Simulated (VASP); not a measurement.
# LiTmH4 (P1) in VASP: relaxation of cell and atoms with PBE

Aim: the relaxation of cell and atoms of LiTmH4 with PBE.

Everything below comes from runs of VASP 6.6.1. Logs are shortened: lines on timing, memory, paths and dates and some standing lists are left out, and cuts for length are marked.

### Step 1. The cell of the first run

The typed cell holds 12 atoms: a = 3.540 Å, b = 3.618 Å, c = 9.789 Å, α = 93.08°, β = 91.99°, γ = 89.90°.

### Step 2. Relaxation of cell and atoms, PBE

INCAR

```
  PREC = Accurate
  ENCUT = 750
  EDIFF = 1E-7
  ISMEAR = 0
  SIGMA = 0.2
  LREAL = F
  LASPH = T
  NELM = 200
  ALGO = Normal
  ISIF = 3
  LWAVE = F
  LCHARG = F
  GGA = PE
  IBRION = 2
  NSW = 80
  EDIFFG = -0.025
  GGA_COMPAT = F
  NELMIN = 4
  LMAXMIX = 6
```

KPOINTS

```
Automatic mesh
0
Gamma
  6 6 2
```

POSCAR

```
LiTmH4
1.0
    3.5390287287      0.0022601070     -0.0613395714
    0.0022601070      3.6165426699     -0.0962796791
   -0.1696460753     -0.2662794884      9.7843292169
Li Tm H
2 2 8
Direct
    0.0194994342      0.0034504691     -0.0197155246
    0.0163085601     -0.0149279408      0.4953672191
    0.5015952777      0.4914721508      0.2519878718
    0.5066505046      0.5037103789      0.7441000581
    0.5198640606      0.9879361310      0.3658530526
    0.5243204422      1.0099906643      0.8633976125
    0.0003488706      0.5197356216      0.1249435543
   -0.0155922367      0.5334030448      0.6309499611
    0.4675898062     -0.0486234586      0.1453676081
    0.4653820408     -0.0004485030      0.6403489471
    0.0004851089      0.5159998660      0.3940864283
   -0.0064518691      0.4983015758      0.8633132114
```

Potentials or basis: VASP PAW PBE potentials, release 64 (Li_sv, Tm_3, H), 4f in core.

The run is started by

```console
$ cat potpaw_PBE.64/Li_sv/POTCAR potpaw_PBE.64/Tm_3/POTCAR potpaw_PBE.64/H/POTCAR > POTCAR
$ mpirun -np 1 vasp_std > vasp.out
```

OUTCAR:

```text
PREC = Accurate
   ENCUT = 750
   EDIFF = 1E-7
   ISMEAR = 0
   LREAL = F
   LASPH = T
   NELM = 200
   ISIF = 3
   GGA = PE
   IBRION = 2
   NSW = 80
   EDIFFG = -0.025
   NELMIN = 4

 ion  position               nearest neighbor table
   1  0.019  0.003  0.980-
   2  0.016  0.985  0.495-
   3  0.502  0.491  0.252-   9 2.01   5 2.06   7 2.14   9 2.17   5 2.19   7 2.20  11 2.21  11 2.29

   4  0.507  0.504  0.744-  10 2.04  12 2.05   8 2.06  10 2.11   6 2.12   8 2.13   6 2.19  12 2.19

   5  0.520  0.988  0.366-   3 2.06   3 2.19
   6  0.524  0.010  0.863-   4 2.12   4 2.19
   7  0.000  0.520  0.125-   3 2.14   3 2.20
   8  0.984  0.533  0.631-   4 2.06   4 2.13
   9  0.468  0.951  0.145-   3 2.01   3 2.17
  10  0.465  1.000  0.640-   4 2.04   4 2.11
  11  0.000  0.516  0.394-   3 2.21   3 2.29
  12  0.994  0.498  0.863-   4 2.05   4 2.19

  LATTYP: Found a triclinic cell.
 ALAT       =     9.7894219840
 B/A-ratio  =     0.3695646929
 C/A-ratio  =     0.3615699675
 COS(alpha) =     0.0017241101
 COS(beta)  =     0.0346649880
 COS(gamma) =     0.0538006667

  Lattice vectors:

 A1 = (   0.1696460753,   0.2662794884,  -9.7843292169)
 A2 = (   0.0022601070,   3.6165426699,  -0.0962796791)
 A3 = (   3.5390287287,   0.0022601070,  -0.0613395714)

Analysis of symmetry for initial positions (statically):
=====================================================================
 Subroutine PRICEL returns:
 Original cell was already a primitive cell.

 Routine SETGRP: Setting up the symmetry group for a
 triclinic supercell.

 Subroutine GETGRP returns: Found  1 space group operations
 (whereof  1 operations were pure point group operations)
 out of a pool of  2 trial point group operations.

The static configuration has the point symmetry C_1 .

Analysis of symmetry for dynamics (positions and initial velocities):
=====================================================================
 Subroutine PRICEL returns:
 Original cell was already a primitive cell.

 Routine SETGRP: Setting up the symmetry group for a
 triclinic supercell.

 Subroutine GETGRP returns: Found  1 space group operations
 (whereof  1 operations were pure point group operations)
 out of a pool of  2 trial point group operations.

The dynamic configuration has the point symmetry C_1 .

 Subroutine INISYM returns: Found  1 space group operations
 (whereof  1 operations are pure point group operations),
 and found     1 'primitive' translations

----------------------------------------------------------------------------------------

                                     Primitive cell

  volume of cell :     125.1018

  direct lattice vectors                    reciprocal lattice vectors
     3.539028729  0.002260107 -0.061339571     0.282648351 -0.000046204  0.004899455
     0.002260107  3.616542670 -0.096279679    -0.000046204  0.276707662  0.007529769
    -0.169646075 -0.266279488  9.784329217     0.001771514  0.002722567  0.102309057

  length of vectors
     3.539560989  3.617824729  9.789421984     0.282690816  0.276810097  0.102360606

  position of ions in fractional coordinates (direct lattice)
     0.019499434  0.003450469  0.980284475
     0.016308560  0.985072059  0.495367219
     0.501595278  0.491472151  0.251987872
     0.506650505  0.503710379  0.744100058
     0.519864061  0.987936131  0.365853053
     0.524320442  0.009990664  0.863397613
     0.000348871  0.519735622  0.124943554
     0.984407763  0.533403045  0.630949961
     0.467589806  0.951376541  0.145367608
     0.465382041  0.999551497  0.640348947
     0.000485109  0.515999866  0.394086428
     0.993548131  0.498301576  0.863313211

  ion indices of the primitive-cell ions
   primitive index   ion index
                 1           1
                 2           2
                 3           3
                 4           4
                 5           5
                 6           6
                 7           7
                 8           8
                 9           9
                10          10
                11          11
                12          12

----------------------------------------------------------------------------------------

 KPOINTS: Automatic mesh

Automatic generation of k-mesh.
 Grid dimensions read from file:
 generate k-points for:    6    6    2

 Generating k-lattice:

  Cartesian coordinates                     Fractional coordinates (reciprocal lattice)
     0.047108059 -0.000007701  0.000816576     0.166666667  0.000000000  0.000000000
    -0.000007701  0.046117944  0.001254961     0.000000000  0.166666667  0.000000000
     0.000885757  0.001361283  0.051154528     0.000000000 -0.000000000  0.500000000

  Length of vectors
     0.047115136  0.046135016  0.051180303

  Shift w.r.t. Gamma in fractional coordinates (k-lattice)
     0.000000000  0.000000000  0.000000000

 Subroutine IBZKPT returns following result:
 ===========================================

 Found     40 irreducible k-points:

 Following reciprocal coordinates:
            Coordinates               Weight
  0.000000  0.000000  0.000000      1.000000
  0.166667 -0.000000 -0.000000      2.000000
  0.333333 -0.000000  0.000000      2.000000
  0.500000 -0.000000  0.000000      1.000000
  0.000000  0.166667  0.000000      2.000000
  0.166667  0.166667 -0.000000      2.000000
[... 16 lines left out ...]
  0.333333 -0.000000  0.500000      2.000000
  0.500000 -0.000000  0.500000      1.000000
 [... further k-points ...]
   k-points           NKPTS =     40   k-points in BZ     NKDIM =     40   number of bands    NBANDS=     23
   number of dos      NEDOS =    301   number of ions     NIONS =     12
   total plane-waves  NPLWV =  92160
   dimension x,y,z NGX =    32 NGY =   32 NGZ =   90
   dimension x,y,z NGXF=    64 NGYF=   64 NGZF=  180
   ions per type =               2   2   8
   NGX,Y,Z   is equivalent  to a cutoff of  15.03, 14.70, 15.28 a.u.
   NGXF,Y,Z  is equivalent  to a cutoff of  30.06, 29.41, 30.57 a.u.
 SYSTEM =  unknown system
   PREC   = accura    normal or accurate (medium, high low for compatibility)
   ISTART =      0    job   : 0-new  1-cont  2-samecut
   ICHARG =      2    charge: 1-file 2-atom 10-const
   ISPIN  =      1    spin polarized calculation?
   LNONCOLLINEAR =      F non collinear calculations
   LSORBIT =      F    spin-orbit coupling
   LASPH  =      T    aspherical Exc in radial PAW
   ENCUT  =  750.0 eV  55.12 Ry    7.42 a.u.   7.90  8.08 21.86*2*pi/ulx,y,z
   NELM   =    200;   NELMIN=  4; NELMDL= -5     # of ELM steps
   EDIFF  = 0.1E-06   stopping-criterion for ELM
   LREAL  =      F    real-space projection
   EDIFFG = -.3E-01   stopping-criterion for IOM
   NSW    =     80    number of steps for IOM
   IBRION =      2    ionic relax: 0-MD 1-quasi-New 2-CG
   NFREE  =      1    steps in history (QN), initial steepest desc. (CG)
   ISIF   =      3    stress and relaxation
   ISYM   =      2    0-nonsym 1-usesym 2-fastsym
   POTIM  = 0.5000    time-step for ionic-motion
   TEBEG  =    0.0;   TEEND  =   0.0 temperature during run
   PSTRESS=    0.0 pullay stress
   NELECT =      32.0000    total number of electrons
   NUPDOWN=      -1.0000    fix difference up-down
   EMIN   =  10.00;   EMAX   =-10.00  energy-range for DOS
   EFERMI =   0.00;   METHOD = LEGACY
   ISMEAR =     0;   SIGMA  =   0.20  broadening in eV -4-tet -1-fermi 0-gaus
   EFERMI_NEDOS =   21; number of points for ismear=-14 and -15
   IALGO  =     38    algorithm
   IMIX   =      4    mixing-type and parameters
     AMIX     =   0.40;   BMIX     =  1.00
     AMIX_MAG =   1.60;   BMIX_MAG =  1.00
  volume/ion in A,a.u.               =      10.43        70.35
  Fermi-wavevector in a.u.,A,eV,Ry     =   1.039211  1.963824 14.693737  1.079959
  Thomas-Fermi vector in A             =   2.173731
   LORBIT       =      0    0 simple, 1 ext, 2 COOP (PROOUT), +10 PAW based schemes
   GGA     = PE    functional components
   LHFCALC =     F    Hartree Fock is set to
   AEXX    =    0.0000 exact exchange contribution
   IVDW    =     0    specifies the selected vdW correction
   LEPSILON=     F    determine dielectric tensor
   LRPA    =     F    only Hartree local field effects (RPA)
 conjugate gradient relaxation of ions
 non-spin polarized calculation
 Gauss-broadening in eV      SIGMA  =   0.20
  energy-cutoff  :      750.00
  volume of cell :      125.10
 maximum number of plane-waves:      5878
   NGX = 15   NGY = 17   NGZ = 43

--------------------------------------- Ionic step        1  -------------------------------------------

 number of electron      31.9999997 magnetization

 Free energy of the ion-electron system (eV)
  ---------------------------------------------------
  ext. energy  EPLUGINS =         0.00000000
  ---------------------------------------------------
  free energy    TOTEN  =       -44.02907510 eV

  energy without entropy =      -44.01410126  energy(sigma->0) =      -44.02158818

------------------------ aborting loop because EDIFF is reached ----------------------------------------

  FORCE on cell =-STRESS in cart. coord.  units (eV):
  Direction    XX          YY          ZZ          XY          YZ          ZX
  --------------------------------------------------------------------------------------
  -------------------------------------------------------------------------------------
  Total        1.0546749      1.2681863      2.3939501      0.1749452      0.9435902      0.6225367
  in kB       13.5072138     16.2416519     30.6593007      2.2405220     12.0845522      7.9728228
  external PRESSURE =      20.1360555 kB  Pullay stress =       0.0000000 kB
[... 119 lines left out ...]
  FREE ENERGIE OF THE ION-ELECTRON SYSTEM (eV)
  ---------------------------------------------------
  free  energy   TOTEN  =       -44.2698535811 eV

  energy  without entropy=      -44.2574035242  energy(sigma->0) =      -44.26362855

[... ionic steps 4 to 13 ...]

--------------------------------------- Ionic step       14  -------------------------------------------

 number of electron      32.0000001 magnetization

------------------------ aborting loop because EDIFF is reached ----------------------------------------
[... 87 lines left out ...]
--------------------------------------- Ionic step       16  -------------------------------------------

 number of electron      31.9999995 magnetization

 Free energy of the ion-electron system (eV)
  ---------------------------------------------------
  ext. energy  EPLUGINS =         0.00000000
  ---------------------------------------------------
  free energy    TOTEN  =       -44.43076935 eV

  energy without entropy =      -44.41677483  energy(sigma->0) =      -44.42377209

 E-fermi :   1.2219     XC(G=0):  -8.8216

 val. band max:        1.1986856182   @ k =   0.1667  -0.0000  -0.0000
 cond. band min:       1.2219740138   @ k =   0.0000   0.1667   0.0000
 fundamental gap:      0.0232883956
 Fermi energy:         1.2218798199

 k-point     1 :       0.0000    0.0000    0.0000
  band No.  band energies     occupation
      1     -44.6056      2.00000
      2     -44.5985      2.00000
      3     -23.8670      2.00000
      4     -23.8538      2.00000
      5     -23.6465      2.00000
      6     -23.6451      2.00000
[... 613 lines left out ...]
     22       5.2430      0.00000
     23       6.9803      0.00000

 [... further k-points ...]
[... 5 lines left out ...]
  --------------------------------------------------------------------------------------
  -------------------------------------------------------------------------------------
  Total       -0.0186988     -0.0063509     -0.0162549     -0.0143545     -0.0165562     -0.0006805
  in kB       -0.2382592     -0.0809223     -0.2071190     -0.1829045     -0.2109579     -0.0086707
  external PRESSURE =      -0.1754335 kB  Pullay stress =       0.0000000 kB
[... 27 lines left out ...]
  FREE ENERGIE OF THE ION-ELECTRON SYSTEM (eV)
  ---------------------------------------------------
  free  energy   TOTEN  =       -44.4307693462 eV

  energy  without entropy=      -44.4167748349  energy(sigma->0) =      -44.42377209

 reached required accuracy - stopping structural energy minimisation
```

Run time: 20 min. Hardware: 1 thread of Intel Xeon 6975P-C (Granite Rapids), shared host; peak memory 0.46 GiB.

What came out:

```yaml
Free_energy: -44.4308 eV
Relaxed_volume: 10.48 Å³/atom
Relaxed_cell: a = 3.573 Å, b = 3.571 Å, c = 9.869 Å, α = 90.51°, β = 92.82°, γ = 89.94°
Space_group_after_relaxing_to_0.1_Å: P2/m (No. 10)
Energy_gained_by_relaxing: 33.5 meV/atom
Ionic_steps: 16
Pressure_after_relaxing: 0.0 GPa
Largest_force_after_relaxing: 0.021 eV/Å
Band_gap_on_the_k_mesh: zero (bands 16 and 17 overlap by 0.86 eV)
```

Forces in eV/Å, atoms in the order of the input:
```
Li  -0.010 -0.010  0.003
Li  -0.007  0.001  0.000
Tm  -0.002  0.007 -0.003
Tm   0.006 -0.004  0.002
H    0.009  0.005  0.019
H    0.006  0.001 -0.003
H    0.006  0.002  0.001
H   -0.002  0.001  0.002
H   -0.004 -0.004 -0.009
H   -0.003  0.003  0.005
H    0.000 -0.005 -0.003
H    0.002  0.002 -0.014
```

The path:
```tsv
step	energy change (eV)	largest force (eV/Å)	pressure (GPa)	volume (Å³)
1	0.0000	0.9238	2.01	125.10
2	-0.1676	0.5551	0.32	127.49
3	-0.2408	0.4184	-1.40	130.52
4	-0.2987	0.3174	-0.88	128.95
5	-0.3599	0.1932	0.61	124.92
6	-0.3816	0.1468	0.19	125.51
7	-0.3863	0.1654	-0.11	125.94
8	-0.3931	0.0853	-0.08	125.86
9	-0.3934	0.0929	-0.08	125.83
10	-0.3972	0.0537	0.05	125.57
11	-0.3977	0.0598	0.12	125.44
12	-0.3999	0.0396	0.00	125.66
13	-0.4003	0.0400	-0.06	125.79
14	-0.4010	0.0307	0.02	125.65
15	-0.4012	0.0251	0.07	125.55
16	-0.4017	0.0215	-0.02	125.74
```

Final structure:
```cif
data_structure
_symmetry_space_group_name_H-M 'P 1'
_symmetry_Int_Tables_number 1
_cell_length_a 3.5726
_cell_length_b 3.5706
_cell_length_c 9.8695
_cell_angle_alpha 90.510
_cell_angle_beta 92.818
_cell_angle_gamma 89.941
_cell_volume 125.74
loop_
_atom_site_label
_atom_site_type_symbol
_atom_site_fract_x
_atom_site_fract_y
_atom_site_fract_z
_atom_site_occupancy
Li1 Li 0.00435 0.00323 0.99937 1
Li2 Li 0.00261 0.99909 0.49958 1
Tm1 Tm 0.50095 0.49127 0.24990 1
Tm2 Tm 0.49844 0.50827 0.75006 1
H1 H 0.52292 0.99422 0.37453 1
H2 H 0.52033 0.01173 0.87536 1
H3 H 0.98285 0.48507 0.12468 1
H4 H 0.98073 0.50478 0.62464 1
H5 H 0.47728 0.98822 0.12699 1
H6 H 0.47479 0.00500 0.62688 1
H7 H 0.01860 0.49551 0.37391 1
H8 H 0.01615 0.51360 0.87410 1
```

Caveat: spin-orbit coupling is left out, which moves the levels of the heavy elements; the 4f electrons are frozen in the core, so they carry no moment and show no levels. Spin polarisation is off, so any magnetic state and its effect on volume and gap are missing.

The gap in the log of VASP goes by the Fermi energy; the results here count the filled bands.